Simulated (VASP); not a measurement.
Co: relaxation of cell and atoms with PBEsol

Crystal: Co.

```
CELL_PARAMETERS angstrom
2.24744 0.00000 0.00000
0.00000 2.24744 0.00000
0.00000 0.00000 2.24744
ATOMIC_POSITIONS crystal
Co 0.00000 0.00000 0.00000
```

* Program: VASP 6.6.1
* Task: relaxation of cell and atoms
* Functional: PBEsol
* Potentials or basis: VASP PAW PBE potentials, release 64 (Co_sv)
* Cutoff: 600 eV
* k mesh: 8 × 8 × 8
* Occupations: gaussian, width 0.1 eV
* Spin: collinear spin, ferromagnetic start
* Starting moments: [1.89] μB
* Dipole correction: no
* Second run: valence_matched
* Further INCAR settings: ALGO = Normal; EDIFF = 1e-07; IBRION = 2; EDIFFG = -0.04; NSW = 90; ISIF = 3

* Relaxed volume: 11.84 Å³/atom
* Relaxed cell: a = 2.279 Å, b = 2.279 Å, c = 2.279 Å, α = 90.00°, β = 90.00°, γ = 90.00°
* Space group after relaxing (to 0.05 Å): Pm-3m (No. 221)
* Energy gained by relaxing: 13.0 meV/atom
* Ionic steps: 3
* Pressure after relaxing: 0.0 GPa
* Net moment: 1.76 μB per cell
* Site moments: Co +1.74 μB
* Valence electrons inside the program's atomic spheres: Co 15.11

Step by step:
| step | energy change (eV) | largest force (eV/Å) | pressure (GPa) | volume (Å³) |
| --- | --- | --- | --- | --- |
| 1 | 0.0000 | 0.0000 | 8.93 | 11.35 |
| 2 | 0.0039 | 0.0000 | -8.82 | 12.42 |
| 3 | -0.0130 | 0.0000 | -0.01 | 11.84 |

Final structure:
```
CELL_PARAMETERS angstrom
2.27905 0.00000 0.00000
0.00000 2.27905 0.00000
0.00000 0.00000 2.27905
ATOMIC_POSITIONS crystal
Co 0.00000 0.00000 0.00000
```

Levels at points of the mesh, in eV from the Fermi level:
Spin up:
```csv
k point,band 6,band 7,band 8,band 9,band 10,band 11,band 12,band 13
"(0.00, 0.00, 0.00)",-4.62,-4.62,-0.93,-0.93,-0.93,19.69,19.69,19.69
"(0.50, 0.00, 0.00)",-4.10,-2.19,-2.19,-1.64,-0.82,3.96,23.93,26.88
"(0.50, 0.50, 0.00)",-3.61,-1.94,-1.94,0.25,5.04,5.04,11.29,12.37
"(0.50, 0.50, 0.50)",-4.45,-4.45,0.32,0.32,12.22,12.22,12.22,13.14
```
Spin down:
| k point | band 4 | band 5 | band 6 | band 7 | band 8 | band 9 | band 10 | band 11 | band 12 | band 13 |
| --- | --- | --- | --- | --- | --- | --- | --- | --- | --- | --- |
| (0.00, 0.00, 0.00) | -57.12 | -8.56 | -3.34 | -3.34 | 1.24 | 1.24 | 1.24 | 20.06 | 20.06 | 20.06 |
| (0.50, 0.00, 0.00) | -57.08 | -3.87 | -2.76 | -1.51 | -0.19 | -0.19 | 1.37 | 5.13 | 23.90 | 26.98 |
| (0.50, 0.50, 0.00) | -57.05 | -4.17 | -2.33 | 0.11 | 0.11 | 1.93 | 5.29 | 5.29 | 12.07 | 13.25 |
| (0.50, 0.50, 0.50) | -57.46 | -2.83 | -2.83 | -2.83 | 2.00 | 2.00 | 12.66 | 12.66 | 12.66 | 13.01 |

Run time: 32 s on 1 thread of Intel(R) Xeon(R) Platinum 8259CL CPU @ 2.50GHz (Skylake/Cascade Lake), on a shared host, peak memory 0.13 GiB.

Caveat: the PAW data sets were made with another functional, which shifts forces and pressure a little.
